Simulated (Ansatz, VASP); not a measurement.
**Two plane-wave programs on Fe**

```xyz
4
Lattice="3.6714 0.0000 0.0000 -1.8357 3.1795 0.0000 0.0000 0.0000 4.2095" Properties=species:S:1:pos:R:3 pbc="T T T"
Fe    0.0000    0.0000    1.0524
Fe    0.0000    0.0000    3.1572
Fe    0.0000    2.1197    3.1572
Fe    1.8357    1.0598    1.0524
```

Alike in both runs: functional r2SCAN; k mesh 15 × 15 × 12; occupations gaussian, width 0.1 eV; no spin polarisation.

Ansatz relaxed the structure, and its values are those at the end. VASP's run is a single point on that final structure, the one shown.

```csv
,VASP,Ansatz
version,VASP 6.6.1,Ansatz 0.2.0
potentials or method,"VASP PAW PBE potentials, release 64 (Fe_sv), cutoff 660 eV","scalar-relativistic, plane waves, PAW"
valence electrons in the cell,64,64
```

```tsv
	VASP	Ansatz	Ansatz less VASP
gap on the k mesh at the Fermi level (eV)	none	none	-
pressure (GPa)	-1.9	0.0	+1.92
```

VASP's potentials were made for PBE, not for r2SCAN. A gap of «none» marks a metal or a gap that the smearing closes.
